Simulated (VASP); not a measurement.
Here is a VASP 6.6.1 calculation.

INCAR

```
ALGO = Normal ; EDIFF = 1E-6
ENCUT = 520 ; GGA = PE
ISIF = 2 ; ISMEAR = 0
LASPH = True ; LCHARG = True
LELF = True ; LREAL = False
LVHAR = True ; LWAVE = False
NBANDS = 28 ; NELM = 80
PREC = Accurate ; SIGMA = 0.1
```

File KPOINTS:

```
k-points
0
Gamma
  12 12 12
```

Contents of POSCAR:

```
Au3Cl
1.0
    4.2270876056      0.0000000000      0.0000000000
    0.0000000000      4.2270876056      0.0000000000
    0.0000000000      0.0000000000      4.2270876056
Au Cl
3 1
Direct
    0.0000000000      0.5000000000      0.5000000000
    0.5000000000      0.0000000000      0.5000000000
    0.5000000000      0.5000000000      0.0000000000
    0.0000000000      0.0000000000      0.0000000000
```

Potentials or basis: VASP PAW PBE potentials, release 64 (Au, Cl).

Command:

```sh
$ cat potpaw_PBE.64/Au/POTCAR potpaw_PBE.64/Cl/POTCAR > POTCAR
$ mpirun -np 1 vasp_std > vasp.out
```

Q: What does it give for the band gap on the k mesh?

A: Zero (bands 20 and 21 overlap by 0.10 eV).

Q: Estimate the pressure.

A: -0.2 GPa.

Caveat: spin-orbit coupling is left out, which moves the levels of the heavy elements.
